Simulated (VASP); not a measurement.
# CdS: single point with PBE

Crystal: CdS.

```
Cd S
1.0
     0.00000    2.75324    2.75324
     2.75324    0.00000    2.75324
     2.75324    2.75324    0.00000
Cd S
1 1
Cartesian
  0.0000 0.0000 0.0000
  2.7532 2.7532 2.7532
```

| Quantity | Value |
| --- | --- |
| Program | VASP 6.6.1 |
| Task | single point |
| Functional | PBE |
| Potentials or basis | VASP PAW PBE potentials, release 64 (Cd, S) |
| Cutoff | 520 eV |
| k mesh | 8 × 8 × 8 |
| Occupations | gaussian, width 0.011 eV |
| Spin | no spin polarisation |

```json
{"Pressure": "-0.1 GPa", "Band gap on the k mesh": "0.25 eV, indirect (least direct gap 1.53 eV)"}
```

Levels at points of the mesh, in eV from the valence-band top:
```csv
k point,band 7,band 8,band 9,band 10,band 11,band 12
"(0.00, 0.00, 0.00)",-0.70,-0.70,-0.70,0.83,9.23,9.23
"(0.50, 0.00, 0.00)",-4.75,0.00,0.00,3.54,5.93,5.93
"(0.50, 0.50, 0.00)",-4.10,-2.05,-2.05,0.25,6.07,9.74
```

Run time: 34 s on 1 thread of Intel(R) Xeon(R) Platinum 8375C CPU @ 2.90GHz (Ice Lake), with other jobs on the host, peak memory 0.17 GiB.

A k mesh can miss the band edges.
